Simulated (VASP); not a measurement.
Runs of VASP 6.6.1 on WS. The structure is that of space group F-43m (No. 216), or close to it. The cells are those of the table. 

```csv
task,spin,cell,k mesh,cutoff (eV),gap on the mesh (eV),pressure (GPa),moment (μB)
relaxation of cell and atoms,collinear,"relaxed from a = 3.586 Å, angles 60.0°, 2 atoms",6 × 6 × 6,600,none,-0.1,1.46
single point,collinear,"a = 4.129 Å, angles 60.0°, 2 atoms",12 × 12 × 12,520,none,1.2,4.00
single point,collinear,"a = 4.185 Å, angles 60.0°, 2 atoms",12 × 12 × 12,520,none,(c),4.00
single point,off,"a = 4.087 Å, angles 60.0°, 2 atoms",12 × 12 × 12,520,0.05,-3.0,-
single point,collinear,"a = 3.861 Å, angles 60.0°, 2 atoms",6 × 6 × 6,520,none,(a),1.46
single point,off,"a = 4.185 Å, angles 60.0°, 2 atoms",12 × 12 × 12,520,0.39,(b),-
single point,off,"a = 4.129 Å, angles 60.0°, 2 atoms",12 × 12 × 12,520,0.20,-4.5,-
```

Alike in all rows: level r2SCAN+U; potentials or basis VASP PAW PBE potentials, release 64 (W_sv, S); W d U = 6.2 eV; smearing gaussian 0.1 eV.

**Question.** Fill in the values left out.

**Answer.** (a) 2.3; (b) -6.4; (c) -1.7.

Caveats: the PAW data sets were made with another functional, which shifts forces and pressure a little; spin-orbit coupling is left out, which moves the levels of the heavy elements; the cell stands under tension (at least some runs); the electronic state changed during the relaxation (at least some runs).

A k mesh can miss the band edges, and the runs leave out spin-orbit coupling on W.

A gap of «none» marks levels without a gap at the run's occupations.
